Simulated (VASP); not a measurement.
# AlN (P6_3/mmc) in VASP: a series of runs

Runs on AlN. Level: PBE. Tasks: single point.

Program: VASP 6.6.1. These are calculated values, not measurements. Logs are shortened: lines on timing, memory, paths and dates and some standing lists are left out, and cuts for length are marked.

## 1. The cell of the first run

Symmetry: P6_3/mmc, No. 194, hexagonal system. The conventional cell has a = 3.231 Å, b = 3.231 Å, c = 4.439 Å, α = 90.00°, β = 90.00°, γ = 120.00°. Al (site symmetry -6m2) has 5 N at 1.87 to 2.22 Å within 2.5 Å. N (site symmetry -6m2) has 5 Al at 1.87 to 2.22 Å within 2.5 Å.

## 2. Single point, PBE

Contents of INCAR:

```
SYSTEM = AlN
ALGO = Normal
EDIFF = 1E-7
ENCUT = 520
GGA = PE
ISIF = 2
ISMEAR = 0
LASPH = .True.
LCHARG = .False.
LREAL = .False.
LWAVE = .False.
NBANDS = 16
NELM = 100
PREC = Accurate
SIGMA = 0.05
```

Contents of KPOINTS:

```
k-points
0
Gamma
  9 9 6
  0 0 0
```

Contents of POSCAR:

```
AlN
1.0
    3.2306000000      0.0000000000      0.0000000000
   -1.6153000000      2.7977816695      0.0000000000
    0.0000000000      0.0000000000      4.4388000000
Al N
2 2
Direct
    0.3333333333      0.6666666667      0.7500000000
    0.6666666667      0.3333333333      0.2500000000
    0.3333333333      0.6666666667      0.2500000000
    0.6666666667      0.3333333333      0.7500000000
```

Potentials or basis: VASP PAW PBE potentials, release 64 (Al, N).

The run is started by

```bash
$ cat potpaw_PBE.64/Al/POTCAR potpaw_PBE.64/N/POTCAR > POTCAR
$ mpirun -np 1 vasp_std > vasp.out
```

OUTCAR:

```text
SYSTEM = AlN
   EDIFF = 1E-7
   ENCUT = 520
   GGA = PE
   ISIF = 2
   ISMEAR = 0
   LASPH = .True.
   LREAL = .False.
   NELM = 100
   PREC = Accurate

 ion  position               nearest neighbor table
   1  0.333  0.667  0.750-   4 1.87   4 1.87   4 1.87   3 2.22   3 2.22   2 2.90   2 2.90   2 2.90
                             2 2.90   2 2.90   2 2.90
   2  0.667  0.333  0.250-   3 1.87   3 1.87   3 1.87   4 2.22   4 2.22   1 2.90   1 2.90   1 2.90
                             1 2.90   1 2.90   1 2.90
   3  0.333  0.667  0.250-   2 1.87   2 1.87   2 1.87   1 2.22   1 2.22
   4  0.667  0.333  0.750-   1 1.87   1 1.87   1 1.87   2 2.22   2 2.22

  LATTYP: Found a hexagonal cell.
 ALAT       =     3.2306000000
 C/A-ratio  =     1.3739862564

  Lattice vectors:

 A1 = (   3.2306000000,   0.0000000000,   0.0000000000)
 A2 = (  -1.6153000000,   2.7977816695,   0.0000000000)
 A3 = (   0.0000000000,   0.0000000000,   4.4388000000)

Analysis of symmetry for initial positions (statically):
=====================================================================
 Subroutine PRICEL returns:
 Original cell was already a primitive cell.

 Routine SETGRP: Setting up the symmetry group for a
 hexagonal supercell.

 Subroutine GETGRP returns: Found 24 space group operations
 (whereof 12 operations were pure point group operations)
 out of a pool of 24 trial point group operations.

The static configuration has the point symmetry D_3d.
 The point group associated with its full space group is D_6h.

Analysis of symmetry for dynamics (positions and initial velocities):
=====================================================================
 Subroutine PRICEL returns:
 Original cell was already a primitive cell.

 Routine SETGRP: Setting up the symmetry group for a
 hexagonal supercell.

 Subroutine GETGRP returns: Found 24 space group operations
 (whereof 12 operations were pure point group operations)
 out of a pool of 24 trial point group operations.

The dynamic configuration has the point symmetry D_3d.
 The point group associated with its full space group is D_6h.

 Subroutine INISYM returns: Found 24 space group operations
 (whereof 12 operations are pure point group operations),
 and found     1 'primitive' translations

----------------------------------------------------------------------------------------

                                     Primitive cell

  volume of cell :      40.1202

  direct lattice vectors                    reciprocal lattice vectors
     3.230600000  0.000000000  0.000000000     0.309540024  0.178713016  0.000000000
    -1.615300000  2.797781669  0.000000000     0.000000000  0.357426032  0.000000000
     0.000000000  0.000000000  4.438800000     0.000000000  0.000000000  0.225286113

  length of vectors
     3.230600000  3.230600000  4.438800000     0.357426032  0.357426032  0.225286113

  position of ions in fractional coordinates (direct lattice)
     0.333333333  0.666666667  0.750000000
     0.666666667  0.333333333  0.250000000
     0.333333333  0.666666667  0.250000000
     0.666666667  0.333333333  0.750000000

  ion indices of the primitive-cell ions
   primitive index   ion index
                 1           1
                 2           2
                 3           3
                 4           4

----------------------------------------------------------------------------------------

 KPOINTS: k-points

Automatic generation of k-mesh.
 Grid dimensions read from file:
 generate k-points for:    9    9    6

 Generating k-lattice:

  Cartesian coordinates                     Fractional coordinates (reciprocal lattice)
     0.034393336  0.019857002  0.000000000     0.111111111  0.000000000  0.000000000
     0.000000000  0.039714004  0.000000000     0.000000000  0.111111111  0.000000000
     0.000000000  0.000000000  0.037547686     0.000000000  0.000000000  0.166666667

  Length of vectors
     0.039714004  0.039714004  0.037547686

  Shift w.r.t. Gamma in fractional coordinates (k-lattice)
     0.000000000  0.000000000  0.000000000

 Subroutine IBZKPT returns following result:
 ===========================================

 Found     48 irreducible k-points:

 Following reciprocal coordinates:
            Coordinates               Weight
  0.000000  0.000000  0.000000      1.000000
  0.111111  0.000000  0.000000      6.000000
  0.222222  0.000000  0.000000      6.000000
  0.333333  0.000000  0.000000      6.000000
  0.444444  0.000000  0.000000      6.000000
  0.111111  0.111111  0.000000      6.000000
[... 16 lines left out ...]
  0.333333  0.222222  0.166667     24.000000
  0.333333  0.333333  0.166667      4.000000
 [... further k-points ...]
   k-points           NKPTS =     48   k-points in BZ     NKDIM =     48   number of bands    NBANDS=     16
   number of dos      NEDOS =    301   number of ions     NIONS =      4
   total plane-waves  NPLWV =  20736
   dimension x,y,z NGX =    24 NGY =   24 NGZ =   36
   dimension x,y,z NGXF=    48 NGYF=   48 NGZF=   72
   ions per type =               2   2
   NGX,Y,Z   is equivalent  to a cutoff of  12.35, 12.35, 13.48 a.u.
   NGXF,Y,Z  is equivalent  to a cutoff of  24.70, 24.70, 26.97 a.u.
 SYSTEM =  AlN
   PREC   = accura    normal or accurate (medium, high low for compatibility)
   ISTART =      0    job   : 0-new  1-cont  2-samecut
   ICHARG =      2    charge: 1-file 2-atom 10-const
   ISPIN  =      1    spin polarized calculation?
   LNONCOLLINEAR =      F non collinear calculations
   LSORBIT =      F    spin-orbit coupling
   LASPH  =      T    aspherical Exc in radial PAW
   ENCUT  =  520.0 eV  38.22 Ry    6.18 a.u.   6.01  6.01  8.25*2*pi/ulx,y,z
   NELM   =    100;   NELMIN=  2; NELMDL= -5     # of ELM steps
   EDIFF  = 0.1E-06   stopping-criterion for ELM
   LREAL  =      F    real-space projection
   EDIFFG = 0.1E-05   stopping-criterion for IOM
   NSW    =      0    number of steps for IOM
   IBRION =     -1    ionic relax: 0-MD 1-quasi-New 2-CG
   NFREE  =      0    steps in history (QN), initial steepest desc. (CG)
   ISIF   =      2    stress and relaxation
   ISYM   =      2    0-nonsym 1-usesym 2-fastsym
   POTIM  = 0.5000    time-step for ionic-motion
   TEBEG  =    0.0;   TEEND  =   0.0 temperature during run
   PSTRESS=    0.0 pullay stress
   NELECT =      16.0000    total number of electrons
   NUPDOWN=      -1.0000    fix difference up-down
   EMIN   =  10.00;   EMAX   =-10.00  energy-range for DOS
   EFERMI =   0.00;   METHOD = LEGACY
   ISMEAR =     0;   SIGMA  =   0.05  broadening in eV -4-tet -1-fermi 0-gaus
   EFERMI_NEDOS =   21; number of points for ismear=-14 and -15
   IALGO  =     38    algorithm
   IMIX   =      4    mixing-type and parameters
     AMIX     =   0.40;   BMIX     =  1.00
     AMIX_MAG =   1.60;   BMIX_MAG =  1.00
  volume/ion in A,a.u.               =      10.03        67.69
  Fermi-wavevector in a.u.,A,eV,Ry     =   1.205019  2.277156 19.756629  1.452071
  Thomas-Fermi vector in A             =   2.340728
   LORBIT       =      0    0 simple, 1 ext, 2 COOP (PROOUT), +10 PAW based schemes
   GGA     = PE    functional components
   LHFCALC =     F    Hartree Fock is set to
   AEXX    =    0.0000 exact exchange contribution
   IVDW    =     0    specifies the selected vdW correction
   LEPSILON=     F    determine dielectric tensor
   LRPA    =     F    only Hartree local field effects (RPA)
 non-spin polarized calculation
 Gauss-broadening in eV      SIGMA  =   0.05
  energy-cutoff  :      520.00
  volume of cell :       40.12
 maximum number of plane-waves:      1104
   NGX = 13   NGY = 13   NGZ = 17

 number of electron      16.0000002 magnetization

 Free energy of the ion-electron system (eV)
  ---------------------------------------------------
  ext. energy  EPLUGINS =         0.00000000
  ---------------------------------------------------
  free energy    TOTEN  =       -29.22672873 eV

  energy without entropy =      -29.22672873  energy(sigma->0) =      -29.22672873

 E-fermi :   8.3310     XC(G=0): -11.1252

 val. band max:        8.0887327960   @ k =   0.0000   0.0000   0.0000
 cond. band min:      11.1058558379   @ k =   0.0000   0.0000   0.0000
 fundamental gap:      3.0171230419
 Fermi energy:         8.3309776202

 k-point     1 :       0.0000    0.0000    0.0000
  band No.  band energies     occupation
      1      -8.8362      2.00000
      2      -5.7253      2.00000
      3       0.9269      2.00000
      4       4.8487      2.00000
      5       4.8487      2.00000
      6       6.0991      2.00000
[... 8 lines left out ...]
     15      19.0956      0.00000
     16      19.9584      0.00000

 k-point     2 :       0.1111    0.0000    0.0000
  band No.  band energies     occupation
      1      -8.6886      2.00000
      2      -5.6843      2.00000
      3       1.0927      2.00000
      4       4.2816      2.00000
      5       4.6569      2.00000
      6       5.5657      2.00000
[... 8 lines left out ...]
     15      19.4740      0.00000
     16      19.6339      0.00000

 k-point     3 :       0.2222    0.0000    0.0000
  band No.  band energies     occupation
      1      -8.2667      2.00000
      2      -5.6087      2.00000
      3       1.5768      2.00000
      4       3.0569      2.00000
      5       4.2630      2.00000
      6       4.5540      2.00000
[... 8 lines left out ...]
     15      18.5647      0.00000
     16      19.5573      0.00000

 k-point     4 :       0.3333    0.0000    0.0000
  band No.  band energies     occupation
      1      -7.6472      2.00000
      2      -5.6311      2.00000
      3       1.9097      2.00000
      4       2.3246      2.00000
      5       3.6261      2.00000
      6       3.9017      2.00000
[... 8 lines left out ...]
     15      19.6659      0.00000
     16      19.8702      0.00000
[... 324 lines left out ...]
 k-point    22 :       0.2222    0.2222    0.1667
  band No.  band energies     occupation
      1      -7.2056      2.00000
      2      -5.7883      2.00000
      3       1.7310      2.00000
      4       2.0151      2.00000
      5       3.6418      2.00000
      6       3.9279      2.00000
[... 8 lines left out ...]
     15      19.2201      0.00000
     16      21.0302      0.00000

 k-point    23 :       0.3333    0.2222    0.1667
  band No.  band energies     occupation
      1      -6.6603      2.00000
      2      -5.9589      2.00000
      3       1.3541      2.00000
      4       2.1525      2.00000
      5       2.8337      2.00000
      6       4.5074      2.00000
[... 8 lines left out ...]
     15      19.0645      0.00000
     16      21.0582      0.00000

 k-point    24 :       0.3333    0.3333    0.1667
  band No.  band energies     occupation
      1      -6.2413      2.00000
      2      -6.2413      2.00000
      3       1.4438      2.00000
      4       2.3090      2.00000
      5       2.3090      2.00000
      6       4.3285      2.00000
[... 8 lines left out ...]
     15      18.8343      0.00000
     16      20.9016      0.00000

 [... further k-points ...]
[... 5 lines left out ...]
  --------------------------------------------------------------------------------------
  -------------------------------------------------------------------------------------
  Total        1.8219482      1.8219482     -1.5159260      0.0000000      0.0000000      0.0000000
  in kB       72.7585465     72.7585465    -60.5377111      0.0000000      0.0000000      0.0000000
  external PRESSURE =      28.3264607 kB  Pullay stress =       0.0000000 kB

 VOLUME and BASIS-vectors are now :
 -----------------------------------------------------------------------------
  energy-cutoff  :      520.00
  volume of cell :       40.12
      direct lattice vectors                 reciprocal lattice vectors
     3.230600000  0.000000000  0.000000000     0.309540024  0.178713016  0.000000000
    -1.615300000  2.797781669  0.000000000     0.000000000  0.357426032  0.000000000
     0.000000000  0.000000000  4.438800000     0.000000000  0.000000000  0.225286113

 POSITION                                       TOTAL-FORCE (eV/Angst)
 -----------------------------------------------------------------------------------
     -0.00000      1.86519      3.32910        -0.000000     -0.000000      0.000000
      1.61530      0.93259      1.10970        -0.000000      0.000000      0.000000
     -0.00000      1.86519      1.10970         0.000000     -0.000000      0.000000
      1.61530      0.93259      3.32910         0.000000      0.000000      0.000000
 -----------------------------------------------------------------------------------
    total drift:                                0.000000     -0.000000      0.000000

  FREE ENERGIE OF THE ION-ELECTRON SYSTEM (eV)
  ---------------------------------------------------
  free  energy   TOTEN  =       -29.2267287333 eV

  energy  without entropy=      -29.2267287333  energy(sigma->0) =      -29.22672873
```

Run time: 23 s. Hardware: 1 thread of Intel Xeon Platinum 8259CL at 2.50GHz (Skylake/Cascade Lake), shared host; peak memory 0.16 GiB.

Results:

```yaml
Free_energy: -29.2267 eV
Pressure: 2.8 GPa
Band_gap_on_the_k_mesh: 3.02 eV, direct
```

Stress tensor (GPa, compression positive):
```
 7.28  0.00  0.00
 0.00  7.28  0.00
 0.00  0.00 -6.05
```

Levels at points of the mesh, in eV from the valence-band top:
| k point | band 5 | band 6 | band 7 | band 8 | band 9 | band 10 | band 11 | band 12 |
| --- | --- | --- | --- | --- | --- | --- | --- | --- |
| (0.00, 0.00, 0.00) | -3.24 | -1.99 | -1.99 | 0.00 | 3.02 | 4.57 | 8.52 | 8.52 |
| (0.00, 0.00, 0.50) | -2.64 | -2.64 | -2.64 | -2.64 | 5.48 | 5.48 | 8.80 | 8.80 |

## 3. Single point, PBE

This run uses another cell than the first one, of 9.99 Å³/atom, 0.996 times its volume.

Contents of INCAR:

```
SYSTEM = AlN
PREC = Accurate ; ENCUT = 520
EDIFF = 1E-6 ; ISMEAR = 0
SIGMA = 0.05 ; LREAL = .FALSE.
LASPH = .TRUE. ; NELM = 100
ALGO = Normal ; ISIF = 2
LWAVE = .FALSE. ; LCHARG = .FALSE.
GGA = PE ; NBANDS = 16
```

Contents of KPOINTS:

```
regular mesh
0
G
  9 9 6
  0 0 0
```

Contents of POSCAR:

```
AlN
1.0
    3.4792000000      0.0000000000      0.0000000000
   -1.7396000000      3.0130755848      0.0000000000
    0.0000000000      0.0000000000      3.8107000000
Al N
2 2
Direct
    0.3333333333      0.6666666667      0.7500000000
    0.6666666667      0.3333333333      0.2500000000
    0.3333333333      0.6666666667      0.2500000000
    0.6666666667      0.3333333333      0.7500000000
```

Potentials or basis: VASP PAW PBE potentials, release 64 (Al, N).

The run is started by

```bash
$ cat potpaw_PBE.64/Al/POTCAR potpaw_PBE.64/N/POTCAR > POTCAR
$ mpirun -np 1 vasp_std > vasp.out
```

It took 27 s on 1 thread of Intel Xeon Platinum 8259CL at 2.50GHz (Skylake/Cascade Lake), shared host; peak memory 0.16 GiB.

The run converged. Its results:

* Free energy: -28.9667 eV
* Pressure: 3.0 GPa
* Band gap on the k mesh: 3.61 eV, indirect (least direct gap 3.69 eV)

Stress tensor (GPa, compression positive):
```
-7.71  0.00  0.00
 0.00 -7.71  0.00
 0.00  0.00 24.51
```

Levels at points of the mesh, in eV from the valence-band top:
```
           k point  band 4  band 5  band 6  band 7  band 8  band 9  band 10  band 11  band 12  band 13
(0.00, 0.00, 0.00)   -3.11   -3.11   -0.72   -0.72   -0.08    3.61     4.79     8.28     8.28    12.10
(0.00, 0.00, 0.50)   -3.42   -1.95   -1.95   -1.95   -1.95    6.19     6.19     8.16     8.16     8.16
```
